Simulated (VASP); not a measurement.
Input of a VASP 6.6.1 run:

Contents of INCAR:

```
SYSTEM = Y2P
PREC = Accurate
ENCUT = 500
EDIFF = 1E-6
ISMEAR = 0
SIGMA = 0.1
LREAL = .False.
LASPH = .True.
NELM = 120
ALGO = Normal
ISIF = 2
LWAVE = .False.
LCHARG = .False.
GGA = PE
NBANDS = 20
GGA_COMPAT = .False.
```

The input KPOINTS:

```
Automatic mesh
0
Gamma
  6 6 6
  0 0 0
```

POSCAR

```
Y2P
1.0
    1.9638879815      1.1338512547      6.2055295110
   -1.9638879815      1.1338512547      6.2055295110
    0.0000000000     -2.2677025095      6.2055295110
Y P
2 1
Direct
    0.7507737306      0.7507737306      0.7507737306
    0.2492262694      0.2492262694      0.2492262694
    0.0000000000      0.0000000000      0.0000000000
```

Potentials or basis: VASP PAW PBE potentials, release 64 (Y_sv, P).

Run with:

```console
$ cat potpaw_PBE.64/Y_sv/POTCAR potpaw_PBE.64/P/POTCAR > POTCAR
$ mpirun -np 1 vasp_std > vasp.out
```

(1) What does it give for the band gap on the k mesh?

(2) What does it give for the largest force?

(3) Estimate the pressure.

Results:

(1) zero (an odd number of electrons rules out a gap without spin polarisation).

(2) 0.005 eV/Å.

(3) -0.3 GPa.
